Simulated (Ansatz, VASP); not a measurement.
## Te: VASP beside Ansatz

```
CELL_PARAMETERS angstrom
3.87752 0.00000 0.00000
-1.93876 3.35803 0.00000
0.00000 0.00000 5.92204
ATOMIC_POSITIONS crystal
Te 0.00000 0.00000 0.78982
Te 0.00000 0.00000 0.21018
```

Alike in both runs: task relaxation of cell and atoms; functional PBE; k mesh 6 × 6 × 4; occupations gaussian, width 0.1 eV; no spin polarisation.

|  | VASP | Ansatz |
| --- | --- | --- |
| version | VASP 6.6.1 | Ansatz 0.2.0 |
| potentials or method | VASP PAW PBE potentials, release 64 (Te), cutoff 600 eV | scalar-relativistic, plane waves, PAW |
| valence electrons in the cell | 12 | 32 |

|  | VASP | Ansatz | Ansatz less VASP |
| --- | --- | --- | --- |
| gap on the k mesh at the Fermi level, each at its own relaxed structure (eV) | none | none | - |
| relaxed volume (Å³/atom) | 32.17 | 32.30 | +0.132 |
| relaxed cell length with the largest relative difference (Å) | 3.477 | 3.490 | +0.0136 |

A gap of «none» marks a metal or a gap that the smearing closes. VASP's potentials hold 12 valence electrons a cell and Ansatz's 32, so a difference there can come from the potentials and not from the codes.

Spin-orbit coupling is off throughout. Noted on VASP's run: the volume moved by over 15 % at a fixed basis, so the end points are rough.
